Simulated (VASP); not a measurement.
# LiCl (Fm-3m) in VASP: G0W0 quasiparticle levels with PBE

Aim: the G0W0 quasiparticle levels of LiCl with PBE.

Everything below comes from runs of VASP 6.6.1. Logs are shortened: lines on timing, memory, paths and dates and some standing lists are left out, and cuts for length are marked.

## Step 1: The cell of the first run

Symmetry: Fm-3m, No. 225, cubic system. Conventional cell: a = 5.112 Å, b = 5.112 Å, c = 5.112 Å, α = 90.00°, β = 90.00°, γ = 90.00°. Li (site symmetry m-3m) has 6 Cl at 2.56 Å within 3.4 Å. Cl (site symmetry m-3m) has 6 Li at 2.56 Å within 3.4 Å.

## Step 2: G0W0 quasiparticle levels, PBE

The input, POSCAR:

```
LiCl
1.0
    0.0000000000      2.5560252091      2.5560252091
    2.5560252091      0.0000000000      2.5560252091
    2.5560252091      2.5560252091      0.0000000000
Li Cl
1 1
Direct
    0.0000000000      0.0000000000      0.0000000000
    0.5000000000      0.5000000000      0.5000000000
```

The input, INCAR.step1:

```
ALGO     = Normal         # electronic algorithm
EDIFF    = 1E-8           # SCF threshold, eV
ENCUT    = 500            # plane-wave cutoff, eV
GGA      = PE             # functional
ISMEAR   = 0              # smearing method
LASPH    = T              # aspherical terms in the spheres
LCHARG   = F              # write CHGCAR
LREAL    = F              # projectors in reciprocal space
LWAVE    = T              # write WAVECAR
NELM     = 100            # most SCF steps
PREC     = Accurate       # precision mode
SIGMA    = 0.01           # smearing width, eV
```

The input, INCAR.step2:

```
ALGO     = Exact          # electronic algorithm
EDIFF    = 1E-8           # SCF threshold, eV
ENCUT    = 500            # plane-wave cutoff, eV
GGA      = PE             # functional
ISMEAR   = 0              # smearing method
ISTART   = 1            
LASPH    = T              # aspherical terms in the spheres
LCHARG   = F              # write CHGCAR
LOPTICS  = T              # frequency-dependent dielectric function
LREAL    = F              # projectors in reciprocal space
LWAVE    = T              # write WAVECAR
NBANDS   = 58             # bands
NELM     = 1              # most SCF steps
PREC     = Accurate       # precision mode
SIGMA    = 0.01           # smearing width, eV
```

The input, INCAR.step3:

```
ALGO     = EVGW0          # electronic algorithm
EDIFF    = 1E-8           # SCF threshold, eV
ENCUT    = 500            # plane-wave cutoff, eV
ENCUTGW  = 80.0           # cutoff of the response function
GGA      = PE             # functional
ISMEAR   = 0              # smearing method
ISTART   = 1            
LASPH    = T              # aspherical terms in the spheres
LCHARG   = F              # write CHGCAR
LREAL    = F              # projectors in reciprocal space
LWAVE    = F              # write WAVECAR
NBANDS   = 58             # bands
NBANDSGW = 12           
NELMGW   = 1            
NOMEGA   = 96             # frequency points
OMEGAMAX = 20           
PREC     = Accurate       # precision mode
PRECFOCK = Fast         
SIGMA    = 0.01           # smearing width, eV
```

The input, KPOINTS:

```
k-points
0
Gamma
  8 8 8
```

Potentials or basis: VASP PAW PBE potentials, release 64 (Li_GW, Cl_GW).

Started as:

```console
cat potpaw_PBE.64/Li_GW/POTCAR potpaw_PBE.64/Cl_GW/POTCAR > POTCAR
cp INCAR.step1 INCAR
mpirun -np 1 vasp_std > vasp.out
cp INCAR.step2 INCAR
mpirun -np 1 vasp_std > vasp.out
cp INCAR.step3 INCAR
mpirun -np 1 vasp_std > vasp.out
```

OUTCAR:

```text
EDIFF = 1E-8
   ENCUT = 500
   ENCUTGW = 80.0
   GGA = PE
   ISMEAR = 0
   ISTART = 1
   LASPH = T
   LREAL = F
   NELMGW = 1
   PREC = Accurate
   PRECFOCK = Fast

 ion  position               nearest neighbor table
   1  0.000  0.000  0.000-   2 2.56   2 2.56   2 2.56   2 2.56   2 2.56   2 2.56
   2  0.500  0.500  0.500-   1 2.56   1 2.56   1 2.56   1 2.56   1 2.56   1 2.56

  LATTYP: Found a face centered cubic cell.
 ALAT       =     5.1120504182

  Lattice vectors:

 A1 = (   0.0000000000,   2.5560252091,   2.5560252091)
 A2 = (   2.5560252091,   0.0000000000,   2.5560252091)
 A3 = (   2.5560252091,   2.5560252091,   0.0000000000)

Analysis of symmetry for initial positions (statically):
=====================================================================
 Subroutine PRICEL returns:
 Original cell was already a primitive cell.

 Routine SETGRP: Setting up the symmetry group for a
 face centered cubic supercell.

 Subroutine GETGRP returns: Found 48 space group operations
 (whereof 48 operations were pure point group operations)
 out of a pool of 48 trial point group operations.

The static configuration has the point symmetry O_h .

Analysis of symmetry for dynamics (positions and initial velocities):
=====================================================================
 Subroutine PRICEL returns:
 Original cell was already a primitive cell.

 Routine SETGRP: Setting up the symmetry group for a
 face centered cubic supercell.

 Subroutine GETGRP returns: Found 48 space group operations
 (whereof 48 operations were pure point group operations)
 out of a pool of 48 trial point group operations.

The dynamic configuration has the point symmetry O_h .

 Subroutine INISYM returns: Found 48 space group operations
 (whereof 48 operations are pure point group operations),
 and found     1 'primitive' translations

----------------------------------------------------------------------------------------

                                     Primitive cell

  volume of cell :      33.3984

  direct lattice vectors                    reciprocal lattice vectors
     0.000000000  2.556025209  2.556025209    -0.195616224  0.195616224  0.195616224
     2.556025209  0.000000000  2.556025209     0.195616224 -0.195616224  0.195616224
     2.556025209  2.556025209  0.000000000     0.195616224  0.195616224 -0.195616224

  length of vectors
     3.614765516  3.614765516  3.614765516     0.338817239  0.338817239  0.338817239

  position of ions in fractional coordinates (direct lattice)
     0.000000000  0.000000000  0.000000000
     0.500000000  0.500000000  0.500000000

  ion indices of the primitive-cell ions
   primitive index   ion index
                 1           1
                 2           2

----------------------------------------------------------------------------------------

 KPOINTS: k-points

Automatic generation of k-mesh.
 Grid dimensions read from file:
 generate k-points for:    8    8    8

 Generating k-lattice:

  Cartesian coordinates                     Fractional coordinates (reciprocal lattice)
    -0.024452028  0.024452028  0.024452028     0.125000000  0.000000000  0.000000000
     0.024452028 -0.024452028  0.024452028     0.000000000  0.125000000  0.000000000
     0.024452028  0.024452028 -0.024452028     0.000000000  0.000000000  0.125000000

  Length of vectors
     0.042352155  0.042352155  0.042352155

  Shift w.r.t. Gamma in fractional coordinates (k-lattice)
     0.000000000  0.000000000  0.000000000

 Subroutine IBZKPT returns following result:
 ===========================================

 Found     29 irreducible k-points:

 Following reciprocal coordinates:
            Coordinates               Weight
  0.000000  0.000000  0.000000      1.000000
  0.125000  0.000000  0.000000      8.000000
  0.250000  0.000000  0.000000      8.000000
  0.375000  0.000000  0.000000      8.000000
  0.500000  0.000000  0.000000      4.000000
  0.125000  0.125000  0.000000      6.000000
[... 16 lines left out ...]
  0.500000  0.250000  0.125000     48.000000
 -0.375000  0.250000  0.125000     24.000000
 [... further k-points ...]
   k-points           NKPTS =     29   k-points in BZ     NKDIM =    512   number of bands    NBANDS=     58
   number of dos      NEDOS =    301   number of ions     NIONS =      2
   total plane-waves  NPLWV =  21952
   dimension x,y,z NGX =    28 NGY =   28 NGZ =   28
   dimension x,y,z NGXF=    56 NGYF=   56 NGZF=   56
   ions per type =               1   1
   NGX,Y,Z   is equivalent  to a cutoff of  12.88, 12.88, 12.88 a.u.
   NGXF,Y,Z  is equivalent  to a cutoff of  25.75, 25.75, 25.75 a.u.
 SYSTEM =  unknown system
   PREC   = accura    normal or accurate (medium, high low for compatibility)
   ISTART =      1    job   : 0-new  1-cont  2-samecut
   ICHARG =      0    charge: 1-file 2-atom 10-const
   ISPIN  =      1    spin polarized calculation?
   LNONCOLLINEAR =      F non collinear calculations
   LSORBIT =      F    spin-orbit coupling
   LASPH  =      T    aspherical Exc in radial PAW
   ENCUT  =  500.0 eV  36.75 Ry    6.06 a.u.   6.59  6.59  6.59*2*pi/ulx,y,z
   NELM   =     60;   NELMIN=  2; NELMDL=  0     # of ELM steps
   EDIFF  = 0.1E-07   stopping-criterion for ELM
   LREAL  =      F    real-space projection
   EDIFFG = 0.1E-06   stopping-criterion for IOM
   NSW    =      0    number of steps for IOM
   IBRION =     -1    ionic relax: 0-MD 1-quasi-New 2-CG
   NFREE  =      0    steps in history (QN), initial steepest desc. (CG)
   ISIF   =      0    stress and relaxation
   ISYM   =      3    0-nonsym 1-usesym 2-fastsym
   POTIM  = 0.5000    time-step for ionic-motion
   TEBEG  =    0.0;   TEEND  =   0.0 temperature during run
   PSTRESS=    0.0 pullay stress
   NELECT =       8.0000    total number of electrons
   NUPDOWN=      -1.0000    fix difference up-down
   EMIN   =  10.00;   EMAX   =-10.00  energy-range for DOS
   EFERMI =   0.00;   METHOD = LEGACY
   ISMEAR =     0;   SIGMA  =   0.01  broadening in eV -4-tet -1-fermi 0-gaus
   EFERMI_NEDOS =   21; number of points for ismear=-14 and -15
   IALGO  =     38    algorithm
   IMIX   =      4    mixing-type and parameters
     AMIX     =   0.40;   BMIX     =  1.00
     AMIX_MAG =   1.60;   BMIX_MAG =  1.00
  volume/ion in A,a.u.               =      16.70       112.69
  Fermi-wavevector in a.u.,A,eV,Ry     =   1.016708  1.921300 14.064284  1.033696
  Thomas-Fermi vector in A             =   2.150067
   LORBIT       =      0    0 simple, 1 ext, 2 COOP (PROOUT), +10 PAW based schemes
   GGA     = PE    functional components
   LHFCALC =     T    Hartree Fock is set to
   PRECFOCK=fast      Normal, Fast or Accurate (Low or Medium for compatibility)
   ENCUT4O =  -1.0   cutoff for four orbital integrals eV
   NKREDX  =     1    reduce k-point grid by
   NKREDY  =     1    reduce k-point grid by
   NKREDZ  =     1    reduce k-point grid by
   AEXX    =    1.0000 exact exchange contribution
   HFSCREEN=    0.0000 screening length (either q_TF or 0.3 A-1)
   HFSCREENC=   0.0000 screening length for correlation (either q_TF or 0.3 A-1)
   ENCUTFOCK=  -1.0 apply spherical cutoff to Coloumb kernel
   IVDW    =     0    specifies the selected vdW correction
   LEPSILON=     F    determine dielectric tensor
   LRPA    =     F    only Hartree local field effects (RPA)
   LRPAFORCE           =     F    calculate RPA forces
   ENCUTGW             =  80.0    cutoff for response function in eV
   ENCUTGWSOFT         =  64.0    soft cutoff for Coulomb kernel in GW response function in eV
   ENCUTLF             =  -1.0    cutoff for local field effects
   NELMGW              =     1    number of iterations in solving QP/BSE equation
   NELMHF              =     1    number of iterations in the inner HF iteration
   NKREDLFX            =     1    NKREDLFY  =   1   NKREDLFZ  =   1
 non-spin polarized calculation
 Gauss-broadening in eV      SIGMA  =   0.01
  energy-cutoff  :      500.00
  volume of cell :       33.40
 maximum number of plane-waves:       877
 NGX is ok and might be reduce to    28
  NGX = 16; NGY = 16; NGZ = 16
   NGX = 13   NGY = 13   NGZ = 13
 maximum number of plane-waves:        59
 NGX is ok and might be reduce to    14

 QP shifts <psi_nk| G(iteration)W_0 |psi_nk>: iteration 1
 for sc-GW calculations column KS-energies equals QP-energies in previous step
 and V_xc(KS)=  KS-energies - (<T + V_ion + V_H > + <T+V_H+V_ion>^1  + <V_x>^1)

 k-point   1 :       0.0000    0.0000    0.0000
  band No.  KS-energies  QP-energies   sigma(KS)   V_xc(KS)     V^pw_x(r,r')   Z            occupation Imag(sigma)

      1     -14.3306     -15.5049     -16.1872     -14.7361     -24.1365       0.8093       2.0000       1.5823
      2      -0.8846      -2.3008     -16.5220     -14.7574     -18.9126       0.8026       2.0000       0.0404
      3      -0.8846      -2.3008     -16.5220     -14.7574     -18.9126       0.8026       2.0000       0.0404
      4      -0.8846      -2.3008     -16.5220     -14.7574     -18.9126       0.8026       2.0000       0.0404
      5       5.4950       6.3997      -7.5385      -8.6109      -4.1858       0.8436       0.0000      -0.0412
      6      10.9118      12.2979      -7.9219      -9.5905      -4.2935       0.8307       0.0000      -0.0534
      7      10.9118      12.2979      -7.9219      -9.5905      -4.2935       0.8307       0.0000      -0.0534
      8      10.9118      12.2979      -7.9219      -9.5905      -4.2935       0.8307       0.0000      -0.0534
      9      13.4714      15.2435      -8.9122     -11.1129      -4.9048       0.8053       0.0000      -0.0763
     10      13.4714      15.2435      -8.9122     -11.1129      -4.9048       0.8053       0.0000      -0.0763
     11      13.7076      14.8618      -5.8283      -7.2872      -1.4349       0.7912       0.0000      -0.0990
     12      13.7076      14.8618      -5.8283      -7.2872      -1.4349       0.7912       0.0000      -0.0990

 k-point   2 :       0.1250    0.0000    0.0000
  band No.  KS-energies  QP-energies   sigma(KS)   V_xc(KS)     V^pw_x(r,r')   Z            occupation Imag(sigma)
[... 353 lines left out ...]
      1     -13.6230     -14.4602     -16.5158     -15.3864     -24.5186       0.7413       2.0000       1.3292
      2      -3.4724      -5.3221     -14.7898     -12.4357     -17.5420       0.7857       2.0000       0.0609
      3      -2.2132      -3.8532     -15.4507     -13.3884     -17.9655       0.7952       2.0000       0.0483
      4      -1.4759      -3.0030     -16.1156     -14.2028     -18.5680       0.7984       2.0000       0.0435
      5       7.3234       8.4517      -7.5266      -8.8706      -4.1636       0.8395       0.0000      -0.0445
      6       8.3858       9.6946      -7.2924      -8.8550      -3.8752       0.8376       0.0000      -0.0465
      7       9.6146      11.0708      -7.4068      -9.1601      -3.8144       0.8305       0.0000      -0.0528
      8      10.8798      12.2732      -8.7137     -10.4354      -4.8424       0.8093       0.0000      -0.0675
      9      14.5056      15.9189      -7.9529      -9.7426      -3.6455       0.7897       0.0000      -0.1055
     10      15.1720      16.5329      -7.5613      -9.3193      -3.0670       0.7741       0.0000      -0.1316
     11      16.9247      18.7322      -9.0695     -11.3850      -4.3688       0.7806       0.0000      -0.2068
     12      19.0630      19.9515      -7.3551      -8.4593      -2.3124       0.8047       0.0000      -0.5415

 [... further k-points ...]
```

Wall time 13 min (1 thread of AMD EPYC 9R45 (Zen 5), shared host); peak memory 0.81 GiB.

What came out:

```
Quasiparticle gap                                   : 8.70 eV
Least direct quasiparticle gap                      : 8.70 eV
Band gap of the starting levels on the mesh         : 6.38 eV
Least direct gap of the starting levels on the mesh : 6.38 eV
```

Caveat: bands, screening cutoff and mesh are small and nothing is extrapolated, so the quasiparticle values aren't converged.
